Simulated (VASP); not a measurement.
Crystal: MgCdO.

```
Mg Cd O
1.0
     3.16685    0.00000    0.00000
     0.00000    3.16685    0.00000
     0.00000    0.00000    4.44847
Mg Cd O
1 1 1
Direct
  0.50000 0.50000 0.50000
  0.00000 0.00000 0.00000
  0.50000 0.50000 0.00000
```

```yaml
Program: VASP 6.6.1
Task: relaxation of cell and atoms
Functional: PBE
Potentials_or_basis: VASP PAW PBE potentials, release 64 (Mg, Cd, O)
Cutoff: 600 eV
k_mesh: 6 × 6 × 4
Occupations: gaussian, width 0.1 eV
Spin: no spin polarisation
```

At the start: pressure 12.6 GPa; volume 14.87 Å³/atom.

Problem. How do energy, volume and symmetry change on relaxing?

Solution. Over 10 steps the energy falls by 335.1 meV/atom and the volume is 17.55 Å³/atom (+18.0 %); space group P4/mmm (No. 123, to 0.05 Å).

Step by step:
```
step  energy change (eV)  largest force (eV/Å)  pressure (GPa)  volume (Å³)
   1              0.0000                0.0000           12.60        44.61
   2             -0.5525                0.0000           -4.36        52.38
   3             -0.5655                0.0000           -5.45        53.42
   4             -0.9311                0.0000           -1.34        51.13
   5             -0.9838                0.0000            1.86        50.14
   6             -0.9839                0.0000            2.33        50.02
   7             -1.0015                0.0000            1.32        51.58
   8             -1.0026                0.0000            0.99        52.16
   9             -1.0033                0.0000           -0.86        53.06
  10             -1.0052                0.0000           -0.03        52.64
```

Final structure:
```yaml
crystal:
  lattice:
    - [3.73433, 0.00000, 0.00000]
    - [0.00000, 3.73433, 0.00000]
    - [0.00000, 0.00000, 3.77467]
  atoms:
    - { symbol: Mg, position: [0.50000, 0.50000, 0.50000] }
    - { symbol: Cd, position: [0.00000, 0.00000, 0.00000] }
    - { symbol: O, position: [0.50000, 0.50000, 0.00000] }
```

Caveat: the volume moved by over 15 % at a fixed basis, so the end points are rough.
